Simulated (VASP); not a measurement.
# Ru in VASP: single point with PBEsol

Aim: the single point of Ru with PBEsol.

Program: VASP 6.6.1. These are calculated values, not measurements. Logs are shortened: lines on timing, memory, paths and dates and some standing lists are left out, and cuts for length are marked.

### 1 The cell of the first run

The cell holds a slab with vacuum, 12 atoms: a = 2.690 Å, b = 4.252 Å, c = 27.422 Å, α = 90.00°, β = 90.00°, γ = 90.00°.

### 2 Single point, PBEsol

INCAR

```
SYSTEM = Ru
PREC = Accurate
ENCUT = 520
EDIFF = 1E-7
ISMEAR = 0
SIGMA = 0.1
LREAL = .FALSE.
LASPH = .TRUE.
NELM = 80
ALGO = Normal
ISIF = 2
LWAVE = .FALSE.
LCHARG = .TRUE.
LDIPOL = .TRUE.
IDIPOL = 3
DIPOL = 0.5 0.5 0.500
GGA = PS
LELF = .TRUE.
LVHAR = .TRUE.
LVACPOTAV = .TRUE.
NBANDS = 96
```

KPOINTS

```
Automatic mesh
0
G
  13 8 1
  0 0 0
```

POSCAR

```
Ru
1.0
    2.6895240366      0.0000000000      0.0000000000
    0.0000000000      4.2519208173      0.0000000000
    0.0000000000      0.0000000000     27.4223794120
Ru
12
Direct
    0.0000000000      0.7500000000      0.2772184561
    0.5000000000      0.2500000000      0.3019595771
    0.5000000000      0.7500000000      0.3581753396
    0.0000000000      0.2500000000      0.3862114715
    0.0000000000      0.7500000000      0.4436716908
    0.5000000000      0.2500000000      0.4715045368
    0.5000000000      0.7500000000      0.5284954622
    0.0000000000      0.2500000000      0.5563283088
    0.0000000000      0.7500000000      0.6137885283
    0.5000000000      0.2500000000      0.6418246603
    0.5000000000      0.7500000000      0.6980404237
    0.0000000000      0.2500000000      0.7227815449
```

Potentials or basis: VASP PAW PBE potentials, release 64 (Ru_pv).

The run is started by

```console
cat potpaw_PBE.64/Ru_pv/POTCAR > POTCAR
mpirun -np 1 vasp_std > vasp.out
```

OUTCAR:

```text
SYSTEM = Ru
   PREC = Accurate
   ENCUT = 520
   EDIFF = 1E-7
   ISMEAR = 0
   LREAL = .FALSE.
   LASPH = .TRUE.
   NELM = 80
   ISIF = 2
   GGA = PS

 ion  position               nearest neighbor table
   1  0.000  0.750  0.277-   3 2.60   3 2.60   2 2.61   2 2.61   2 2.61   2 2.61
   2  0.500  0.250  0.302-   1 2.61   1 2.61   1 2.61   1 2.61   3 2.63   3 2.63   4 2.67   4 2.67

   3  0.500  0.750  0.358-   1 2.60   1 2.60   2 2.63   2 2.63   4 2.63   4 2.63   4 2.63   4 2.63
                             5 2.70   5 2.70
   4  0.000  0.250  0.386-   3 2.63   3 2.63   3 2.63   3 2.63   5 2.65   5 2.65   2 2.67   2 2.67
                             6 2.70   6 2.70
   5  0.000  0.750  0.444-   6 2.63   6 2.63   6 2.63   6 2.63   4 2.65   4 2.65   7 2.69   7 2.69
                             3 2.70   3 2.70
   6  0.500  0.250  0.472-   5 2.63   5 2.63   5 2.63   5 2.63   7 2.64   7 2.64   8 2.69   8 2.69
                             4 2.70   4 2.70
   7  0.500  0.750  0.528-   8 2.63   8 2.63   8 2.63   8 2.63   6 2.64   6 2.64   5 2.69   5 2.69
                             9 2.70   9 2.70
   8  0.000  0.250  0.556-   7 2.63   7 2.63   7 2.63   7 2.63   9 2.65   9 2.65   6 2.69   6 2.69
                            10 2.70  10 2.70
   9  0.000  0.750  0.614-  10 2.63  10 2.63  10 2.63  10 2.63   8 2.65   8 2.65  11 2.67  11 2.67
                             7 2.70   7 2.70
  10  0.500  0.250  0.642-  12 2.60  12 2.60  11 2.63  11 2.63   9 2.63   9 2.63   9 2.63   9 2.63
                             8 2.70   8 2.70
  11  0.500  0.750  0.698-  12 2.61  12 2.61  12 2.61  12 2.61  10 2.63  10 2.63   9 2.67   9 2.67

  12  0.000  0.250  0.723-  10 2.60  10 2.60  11 2.61  11 2.61  11 2.61  11 2.61

  LATTYP: Found a simple orthorhombic cell.
 ALAT       =     2.6895240366
 B/A-ratio  =     1.5809194339
 C/A-ratio  =    10.1959971500

  Lattice vectors:

 A1 = (   2.6895240366,   0.0000000000,   0.0000000000)
 A2 = (   0.0000000000,   4.2519208173,   0.0000000000)
 A3 = (   0.0000000000,   0.0000000000,  27.4223794120)

Analysis of symmetry for initial positions (statically):
=====================================================================
 Subroutine PRICEL returns:
 Original cell was already a primitive cell.

 Routine SETGRP: Setting up the symmetry group for a
 simple orthorhombic supercell.

 Subroutine GETGRP returns: Found  8 space group operations
 (whereof  4 operations were pure point group operations)
 out of a pool of  8 trial point group operations.
[... 152 lines left out ...]
   ISMEAR =     0;   SIGMA  =   0.10  broadening in eV -4-tet -1-fermi 0-gaus
   EFERMI_NEDOS =   21; number of points for ismear=-14 and -15
   IALGO  =     38    algorithm
   IMIX   =      4    mixing-type and parameters
     AMIX     =   0.40;   BMIX     =  1.00
     AMIX_MAG =   1.60;   BMIX_MAG =  1.00
  volume/ion in A,a.u.               =      26.13       176.35
  Fermi-wavevector in a.u.,A,eV,Ry     =   1.329605  2.512589 24.053057  1.767850
  Thomas-Fermi vector in A             =   2.458755
   LORBIT       =      0    0 simple, 1 ext, 2 COOP (PROOUT), +10 PAW based schemes
   GGA     = PS    functional components
   LHFCALC =     F    Hartree Fock is set to
   AEXX    =    0.0000 exact exchange contribution
   IVDW    =     0    specifies the selected vdW correction
   LEPSILON=     F    determine dielectric tensor
   LRPA    =     F    only Hartree local field effects (RPA)
 non-spin polarized calculation
 Gauss-broadening in eV      SIGMA  =   0.10
  energy-cutoff  :      520.00
  volume of cell :      313.59
 maximum number of plane-waves:      8518
   NGX = 11   NGY = 15   NGZ =101

 dipolmoment           0.000000      0.000000     -0.000000 electrons x Angstroem

 number of electron     168.0000035 magnetization

 dipolmoment           0.000000      0.000000      0.000001 electrons x Angstroem

 Free energy of the ion-electron system (eV)
  ---------------------------------------------------
  ext. energy  EPLUGINS =         0.00000000
  ---------------------------------------------------
  free energy    TOTEN  =      -117.19884869 eV

  energy without entropy =     -117.12189196  energy(sigma->0) =     -117.16037032

 E-fermi :   4.3140     XC(G=0):  -8.0628

 val. band max:        4.3137559064   @ k =   0.0000   0.2500   0.0000
 cond. band min:       4.3159353243   @ k =   0.2308   0.3750   0.0000
 fundamental gap:      0.0021794178
 Fermi energy:         4.3139629200

 k-point     1 :       0.0000    0.0000    0.0000
  band No.  band energies     occupation
      1     -39.4188      2.00000
      2     -39.3731      2.00000
      3     -39.2405      2.00000
      4     -39.1895      2.00000
      5     -39.1148      2.00000
      6     -39.0674      2.00000
[... 2365 lines left out ...]
     95       5.3588      0.00000
     96       5.3822      0.00000

 [... further k-points ...]

------------------------ aborting loop because EDIFF is reached ----------------------------------------

  FORCE on cell =-STRESS in cart. coord.  units (eV):
  Direction    XX          YY          ZZ          XY          YZ          ZX
  --------------------------------------------------------------------------------------
  -------------------------------------------------------------------------------------
  Total       -4.5160327     -4.4828077      0.0457505      0.0000000      0.0000000      0.0000000
  in kB      -23.0728863    -22.9031364      0.2337442      0.0000000      0.0000000      0.0000000
  external PRESSURE =     -15.2474262 kB  Pullay stress =       0.0000000 kB

 VOLUME and BASIS-vectors are now :
 -----------------------------------------------------------------------------
  energy-cutoff  :      520.00
  volume of cell :      313.59
      direct lattice vectors                 reciprocal lattice vectors
     2.689524037  0.000000000  0.000000000     0.371813000  0.000000000  0.000000000
     0.000000000  4.251920817  0.000000000     0.000000000  0.235187823  0.000000000
     0.000000000  0.000000000 27.422379412     0.000000000  0.000000000  0.036466566

 POSITION                                       TOTAL-FORCE (eV/Angst)
 -----------------------------------------------------------------------------------
      0.00000      3.18894      7.60199        -0.000000     -0.000000     -0.009015
      1.34476      1.06298      8.28045         0.000000      0.000000     -0.008711
      1.34476      3.18894      9.82202        -0.000000     -0.000000      0.002919
      0.00000      1.06298     10.59084         0.000000     -0.000000     -0.004067
      0.00000      3.18894     12.16653         0.000000     -0.000000     -0.000849
      1.34476      1.06298     12.92978        -0.000000     -0.000000      0.001913
      1.34476      3.18894     14.49260         0.000000     -0.000000     -0.001913
      0.00000      1.06298     15.25585         0.000000      0.000000      0.000849
      0.00000      3.18894     16.83154         0.000000     -0.000000      0.004067
      1.34476      1.06298     17.60036         0.000000      0.000000     -0.002919
      1.34476      3.18894     19.14193        -0.000000     -0.000000      0.008711
      0.00000      1.06298     19.82039         0.000000     -0.000000      0.009015
 -----------------------------------------------------------------------------------
    total drift:                               -0.000000      0.000000      0.000206

  FREE ENERGIE OF THE ION-ELECTRON SYSTEM (eV)
  ---------------------------------------------------
  free  energy   TOTEN  =      -117.1988486921 eV

  energy  without entropy=     -117.1218919569  energy(sigma->0) =     -117.16037032

 vacuum level on the upper side and lower side of the slab         9.227         9.227
```

OSZICAR:

```text
N       E                     dE             d eps       ncg     rms          rms(c)
DAV:   1     0.205529769956E+04    0.20553E+04   -0.10649E+05  7808   0.176E+03
DAV:   2    -0.381998566407E+02   -0.20935E+04   -0.20436E+04  7040   0.545E+02
DAV:   3    -0.122261244446E+03   -0.84061E+02   -0.80793E+02  9608   0.977E+01
[... 27 lines left out ...]
DAV:  31    -0.117198846375E+03   -0.19905E-05   -0.77091E-08  4112   0.131E-03    0.316E-03
DAV:  32    -0.117198847177E+03   -0.80172E-06   -0.33785E-08  4056   0.951E-04    0.143E-03
DAV:  33    -0.117198848213E+03   -0.10362E-05   -0.47037E-08  4248   0.801E-04    0.577E-04
DAV:  34    -0.117198848614E+03   -0.40079E-06   -0.14342E-08  3936   0.402E-04    0.178E-04
DAV:  35    -0.117198848692E+03   -0.78071E-07   -0.48288E-09  3872   0.180E-04
   1 F= -.11719885E+03 E0= -.11716037E+03  d E =-.769567E-01
```

Run time: 30 min. Hardware: 1 thread of AMD EPYC 9R45 (Zen 5), shared host; peak memory 0.75 GiB.

What came out:

- Free energy: -117.1988 eV
- Largest force: 0.009 eV/Å
- Band gap on the k mesh: zero (bands 84 and 85 overlap by 1.94 eV)

Forces in eV/Å, atoms in the order of the input:
```
Ru   0.000  0.000 -0.009
Ru   0.000  0.000 -0.009
Ru   0.000  0.000  0.003
Ru   0.000  0.000 -0.004
Ru   0.000  0.000 -0.001
Ru   0.000  0.000  0.002
Ru   0.000  0.000 -0.002
Ru   0.000  0.000  0.001
Ru   0.000  0.000  0.004
Ru   0.000  0.000 -0.003
Ru   0.000  0.000  0.009
Ru   0.000  0.000  0.009
```

Levels at points of the mesh, in eV from the Fermi level:
```csv
k point,band 80,band 81,band 82,band 83,band 84,band 85,band 86,band 87,band 88,band 89
"(0.00, 0.00, 0.00)",-1.46,-1.24,-1.18,-1.01,-1.00,-0.95,-0.79,-0.64,-0.09,0.21
"(0.00, 0.50, 0.00)",-0.88,-0.79,-0.79,-0.20,-0.20,0.33,0.33,0.44,0.44,0.47
```

Caveat: the PAW data sets were made with another functional, which shifts forces and pressure a little.
